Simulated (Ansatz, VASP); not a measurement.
Two plane-wave programs on Al2HCl

```
Al H Cl
1.0
     1.60860    0.92873    6.52561
    -1.60860    0.92873    6.52561
     0.00000   -1.85745    6.52561
Al H Cl
2 1 1
Direct
  0.77571 0.77571 0.77571
  0.22429 0.22429 0.22429
  0.50000 0.50000 0.50000
  0.00000 0.00000 0.00000
```

Alike in both runs: functional PBE; k mesh 18 × 18 × 18; occupations gaussian, width 0.1 eV; no spin polarisation.

Ansatz relaxed the structure, and its values are those at the end. VASP's run is a single point on that final structure, the one shown.

|  | VASP | Ansatz |
| --- | --- | --- |
| version | VASP 6.6.1 | Ansatz 0.2.0 |
| potentials or method | VASP PAW PBE potentials, release 64 (Al, H, Cl), cutoff 520 eV | scalar-relativistic, plane waves, PAW |
| valence electrons in the cell | 14 | 14 |

```tsv
	VASP	Ansatz	Ansatz less VASP
gap on the k mesh at the Fermi level (eV)	none	none	-
pressure (GPa)	0.0	0.0	+0.05
```

A gap of «none» marks a metal or a gap that the smearing closes.
